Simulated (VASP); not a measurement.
Here is a VASP 6.6.1 calculation.

The input INCAR:

```
SYSTEM = Mo3N4
PREC = Accurate
ENCUT = 520
EDIFF = 1E-6
ISMEAR = -1
SIGMA = 0.15
LREAL = .FALSE.
LASPH = .TRUE.
NELM = 100
ALGO = Normal
ISIF = 2
LWAVE = .FALSE.
LCHARG = .FALSE.
GGA = PE
NBANDS = 40
```

Contents of KPOINTS:

```
Automatic mesh
0
G
  8 8 8
  0 0 0
```

POSCAR

```
Mo3N4
1.0
    4.2315177918      0.0000000000      0.0000000000
    0.0000000000      4.2315177918      0.0000000000
    0.0000000000      0.0000000000      4.2315177918
Mo N
3 4
Direct
    0.5000000000      0.5000000000      0.0000000000
    0.0000000000      0.5000000000      0.5000000000
    0.5000000000      0.0000000000      0.5000000000
    0.5000000000      0.5000000000      0.5000000000
    0.5000000000      0.0000000000      0.0000000000
    0.0000000000      0.5000000000      0.0000000000
    0.0000000000      0.0000000000      0.5000000000
```

Potentials or basis: VASP PAW PBE potentials, release 64 (Mo_sv, N).

Command:

```sh
$ cat potpaw_PBE.64/Mo_sv/POTCAR potpaw_PBE.64/N/POTCAR > POTCAR
$ mpirun -np 1 vasp_std > vasp.out
```

Question: What does it give for the band gap on the k mesh?

Answer: Zero (bands 31 and 32 overlap by 1.76 eV).

Question: Predict the pressure.

Answer: -5.6 GPa.

Caveat: the cell stands under tension.
